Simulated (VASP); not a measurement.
# As (R-3m) in VASP: further runs, part 2 of 2

VASP 6.6.1. The steps go on from the part before.

### 3 Single point, PBE (volume scaled by 0.96)

Input file INCAR:

```
PREC     = Accurate       # precision mode
ENCUT    = 520            # plane-wave cutoff, eV
EDIFF    = 1E-7           # SCF threshold, eV
ISMEAR   = -1             # smearing method
SIGMA    = 0.05           # smearing width, eV
LREAL    = False          # projectors in reciprocal space
LASPH    = True           # aspherical terms in the spheres
NELM     = 60             # most SCF steps
ALGO     = Normal         # electronic algorithm
ISIF     = 2              # what is computed and relaxed
LWAVE    = False          # write WAVECAR
LCHARG   = False          # write CHGCAR
GGA      = PE             # functional
NBANDS   = 12             # bands
```

Input file KPOINTS:

```
regular mesh
0
Gamma
  9 9 9
```

Input file POSCAR:

```
As
1.0
    1.8553776084      1.0712027616      3.4665688483
   -1.8553776084      1.0712027616      3.4665688483
    0.0000000000     -2.1424055233      3.4665688483
As
2
Direct
    0.2260000000      0.2260000000      0.2260000000
    0.7740000000      0.7740000000      0.7740000000
```

Potentials or basis: VASP PAW PBE potentials, release 64 (As).

The run is started by

```
$ cat potpaw_PBE.64/As/POTCAR > POTCAR
$ mpirun -np 1 vasp_std > vasp.out
```

OUTCAR:

```text
PREC = Accurate
   ENCUT = 520
   EDIFF = 1E-7
   ISMEAR = -1
   LREAL = False
   LASPH = True
   NELM = 60
   ISIF = 2
   GGA = PE

 ion  position               nearest neighbor table
   1  0.226  0.226  0.226-   2 2.47   2 2.47   2 2.47
   2  0.774  0.774  0.774-   1 2.47   1 2.47   1 2.47

  LATTYP: Found a trigonal (rhomboedric) cell.
 ALAT       =     4.0751688316
 COS(alpha) =     0.5854247172

  Lattice vectors:

 A1 = (   1.8553776084,   1.0712027616,   3.4665688483)
 A2 = (  -1.8553776084,   1.0712027616,   3.4665688483)
 A3 = (   0.0000000000,  -2.1424055233,   3.4665688483)

Analysis of symmetry for initial positions (statically):
=====================================================================
 Subroutine PRICEL returns:
 Original cell was already a primitive cell.

 Routine SETGRP: Setting up the symmetry group for a
 trigonal (rhombohedral) supercell.

 Subroutine GETGRP returns: Found 12 space group operations
 (whereof 12 operations were pure point group operations)
 out of a pool of 12 trial point group operations.

The static configuration has the point symmetry D_3d.

Analysis of symmetry for dynamics (positions and initial velocities):
[... 167 lines left out ...]
 k-point     1 :       0.0000    0.0000    0.0000
  band No.  band energies     occupation
      1      -9.5235      2.00000
      2       0.3536      2.00000
      3       3.3125      2.00000
      4       3.7955      2.00000
      5       3.7955      2.00000
      6       7.5146      0.00000
      7       8.8912      0.00000
      8       8.8912      0.00000
      9      12.7922      0.00000
     10      12.7922      0.00000
     11      13.3843      0.00000
     12      14.7338      0.00000
[... 331 lines left out ...]
 k-point    24 :       0.4444    0.4444    0.0000
  band No.  band energies     occupation
      1      -6.7975      2.00000
      2      -3.7600      2.00000
      3      -0.1233      2.00000
      4       1.6256      2.00000
      5       1.6300      2.00000
      6       7.2514      0.00000
      7      11.5566      0.00000
      8      12.9324      0.00000
      9      13.0993      0.00000
     10      16.4804      0.00000
     11      17.6717      0.00000
     12      19.0704      0.00000

 [... further k-points ...]
[... 5 lines left out ...]
  --------------------------------------------------------------------------------------
  -------------------------------------------------------------------------------------
  Total        2.1966888      2.1966888      1.6498489     -0.0000000     -0.0000000     -0.0000000
  in kB       85.1381181     85.1381181     63.9439825     -0.0000000     -0.0000000     -0.0000000
  external PRESSURE =      78.0734062 kB  Pullay stress =       0.0000000 kB

 VOLUME and BASIS-vectors are now :
 -----------------------------------------------------------------------------
  energy-cutoff  :      520.00
  volume of cell :       41.34
      direct lattice vectors                 reciprocal lattice vectors
     1.855377608  1.071202762  3.466568848     0.269486922  0.155588347  0.096156559
    -1.855377608  1.071202762  3.466568848    -0.269486922  0.155588347  0.096156559
     0.000000000 -2.142405523  3.466568848     0.000000000 -0.311176693  0.096156559

 POSITION                                       TOTAL-FORCE (eV/Angst)
 -----------------------------------------------------------------------------------
      0.00000     -0.00000      2.35033         0.000000     -0.000000      0.795742
      0.00000     -0.00000      8.04937         0.000000      0.000000     -0.795742
 -----------------------------------------------------------------------------------
    total drift:                                0.000000     -0.000000      0.000000

  FREE ENERGIE OF THE ION-ELECTRON SYSTEM (eV)
  ---------------------------------------------------
  free  energy   TOTEN  =        -9.2597129559 eV

  energy  without entropy=       -9.2582232426  energy(sigma->0) =       -9.25896810
```

It took 23 s on 1 thread of Intel Xeon Platinum 8559C (Emerald Rapids), shared host; peak memory 0.18 GiB.

What came out:

```yaml
Free_energy: -9.2597 eV
Pressure: 7.8 GPa
Largest_force: 0.796 eV/Å
Band_gap_on_the_k_mesh: zero (band 5 reaches 5.99 eV, above the bottom of band 6 at 5.88 eV)
```

Forces on the atoms (eV/Å):
```
As   0.000  0.000  0.796
As   0.000  0.000 -0.796
```

Caveat: the cell differs from its parent crystal (volume scaled by 0.96).

### 4 Single point, PBE (volume scaled by 0.98)

Input file INCAR:

```
SYSTEM = As
  PREC = Accurate
  ENCUT = 520
  EDIFF = 1E-6
  ISMEAR = -1
  SIGMA = 0.05
  LREAL = .False.
  LASPH = .True.
  NELM = 100
  ALGO = Normal
  ISIF = 2
  LWAVE = .False.
  LCHARG = .False.
  GGA = PE
  NBANDS = 12
```

Input file KPOINTS:

```
regular mesh
0
Gamma
  9 9 9
  0 0 0
```

Input file POSCAR:

```
As
1.0
    1.8681737204      1.0785906003      3.4904769752
   -1.8681737204      1.0785906003      3.4904769752
    0.0000000000     -2.1571812007      3.4904769752
As
2
Direct
    0.2260000000      0.2260000000      0.2260000000
    0.7740000000      0.7740000000      0.7740000000
```

The run is started by

```
$ cat potpaw_PBE.64/As/POTCAR > POTCAR
$ mpirun -np 1 vasp_std > vasp.out
```

It took 16 s on 1 thread of Intel Xeon Platinum 8559C (Emerald Rapids), shared host; peak memory 0.18 GiB.

The run converged. Its results:

- Free energy: -9.2963 eV
- Pressure: 5.8 GPa
- Largest force: 0.637 eV/Å
- Band gap on the k mesh: zero (band 5 reaches 5.74 eV, above the bottom of band 6 at 5.63 eV)

Forces in eV/Å, atoms in the order of the input:
```
As   0.000  0.000  0.637
As   0.000  0.000 -0.637
```

Stress tensor (GPa, compression positive):
```
6.30 0.00 0.00
0.00 6.30 0.00
0.00 0.00 4.90
```

Levels at points of the mesh, in eV from the Fermi level:
```
           k point  band 1  band 2  band 3  band 4  band 5  band 6  band 7  band 8  band 9  band 10
(0.00, 0.00, 0.00)  -15.30   -5.72   -2.58   -2.13   -2.13    1.55    2.89    2.89    6.83     6.83
```

Caveat: the cell differs from its parent crystal (volume scaled by 0.98).

### 5 Single point, PBE

This run uses another cell than the first one, of 21.53 Å³/atom, 1.064 times its volume.

Input file INCAR:

```
PREC = Accurate
ENCUT = 520
EDIFF = 1E-7
ISMEAR = -1
SIGMA = 0.05
LREAL = F
LASPH = T
NELM = 100
ALGO = Normal
ISIF = 2
LWAVE = F
LCHARG = F
GGA = PE
NBANDS = 12
```

Input file KPOINTS:

```
regular mesh
0
Gamma
  9 9 9
```

Input file POSCAR:

```
As
1.0
    1.8807968987      1.0858785957      3.5140619945
   -1.8807968987      1.0858785957      3.5140619945
    0.0000000000     -2.1717571915      3.5140619945
As
2
Direct
    0.2260000000      0.2260000000      0.2260000000
    0.7740000000      0.7740000000      0.7740000000
```

The run is started by

```
$ cat potpaw_PBE.64/As/POTCAR > POTCAR
$ mpirun -np 1 vasp_std > vasp.out
```

Run time: 20 s. Hardware: 1 thread of Intel Xeon Platinum 8559C (Emerald Rapids), shared host; peak memory 0.18 GiB.

The run converged. Its results:

- Free energy: -9.3226 eV
- Pressure: 4.0 GPa
- Largest force: 0.489 eV/Å
- Band gap on the k mesh: zero (band 5 reaches 5.50 eV, above the bottom of band 6 at 5.39 eV)

Forces on the atoms (eV/Å):
```
As   0.000  0.000  0.489
As   0.000  0.000 -0.489
```

Stress tensor (GPa, compression positive):
```
4.29 0.00 0.00
0.00 4.29 0.00
0.00 0.00 3.51
```

Levels at points of the mesh, in eV from the Fermi level:
```tsv
k point	band 3	band 4	band 5	band 6	band 7	band 8
(0.00, 0.00, 0.00)	-2.49	-2.06	-2.06	1.57	2.89	2.89
```

### 6 The runs side by side

| cell | gap on the mesh (eV) | pressure (GPa) | largest force (eV/Å) |
| --- | --- | --- | --- |
| a = 4.047 Å, angles 54.2°, 2 atoms | none | 10.0 | 0.96 |
| a = 4.075 Å, angles 54.2°, 2 atoms | none | 7.8 | 0.80 |
| a = 4.103 Å, angles 54.2°, 2 atoms | none | 5.8 | 0.64 |
| a = 4.131 Å, angles 54.2°, 2 atoms | none | 4.0 | 0.49 |

Alike in all rows: task single point; level PBE; potentials or basis VASP PAW PBE potentials, release 64 (As); no spin polarisation; k mesh 9 × 9 × 9; cutoff (eV) 520; smearing fermi-dirac 0.05 eV.

Absolute energies hang on the potentials; compare differences alone.
